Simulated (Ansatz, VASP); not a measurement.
One calculation of TeO5, two programs

File INCAR:

```
PREC = Accurate
ENCUT = 600
EDIFF = 1E-6
ISMEAR = 0
SIGMA = 0.2
LREAL = False
LASPH = True
NELM = 60
ALGO = Normal
ISIF = 3
LWAVE = False
LCHARG = False
GGA = PE
IBRION = 2
NSW = 36
EDIFFG = -0.08
```

File KPOINTS:

```
regular mesh
0
Gamma
  4 4 4
```

Contents of POSCAR:

```
TeO5
1.0
    2.5180458500     -3.9985537800      0.0000000000
    2.5180458500      3.9985537800      0.0000000000
    0.0000000000      0.0000000000      4.4307541100
Te O
1 5
Direct
    0.5000000000      0.5000000000      0.5000000000
    0.6504495100      0.8810417700      0.5000000000
    0.3495504900      0.1189582300      0.5000000000
    0.1189582300      0.3495504900      0.5000000000
    0.8810417700      0.6504495100      0.5000000000
    0.5000000000      0.5000000000      0.0000000000
```

Input for Ansatz:

```yaml
crystal:
  lattice:
    - [2.51804585, -3.99855378, 0.0]
    - [2.51804585, 3.99855378, 0.0]
    - [0.0, 0.0, 4.43075411]
  atoms:
    - { symbol: Te, position: [0.5, 0.5, 0.5] }
    - { symbol: O, position: [0.65044951, 0.88104177, 0.5] }
    - { symbol: O, position: [0.34955049, 0.11895823, 0.5] }
    - { symbol: O, position: [0.11895823, 0.34955049, 0.5] }
    - { symbol: O, position: [0.88104177, 0.65044951, 0.5] }
    - { symbol: O, position: [0.5, 0.5, 0.0] }
basis:
  ecutwfc: 420
kpoints:
  mp_grid: { grid: [4, 4, 4] }
hamiltonian:
  xc: pbe
scf:
  occupations: { method: gaussian, width: 0.2 }
  lower_state_search: "off"
output:
  forces: true
  stress: true
  eigenvalues: true
relax:
  adjacent_minimum: "off"
  f_tol: 0.08
  max_steps: 16
  cell: { stress_tol: 0.8 }
```

Alike in both runs: task relaxation of cell and atoms; functional PBE; k mesh 4 × 4 × 4; occupations gaussian, width 0.2 eV; no spin polarisation.

```csv
,VASP,Ansatz
version,VASP 6.6.1,Ansatz 0.2.0
potentials or method,"VASP PAW PBE potentials, release 64 (Te, O), cutoff 600 eV","scalar-relativistic, plane waves, PAW"
valence electrons in the cell,36,46
```

|  | VASP | Ansatz | Ansatz less VASP |
| --- | --- | --- | --- |
| gap on the k mesh at the Fermi level, each at its own relaxed structure (eV) | none | none | - |
| relaxed volume (Å³/atom) | 15.49 | 15.86 | +0.376 |
| relaxed cell length with the largest relative difference (Å) | 4.950 | 5.000 | +0.0498 |

A gap of «none» marks a metal or a gap that the smearing closes. VASP's potentials hold 36 valence electrons a cell and Ansatz's 46, so a difference there can come from the potentials and not from the codes.

The k mesh is coarse, so the values compare programs but aren't converged. Neither program's run includes spin-orbit coupling.
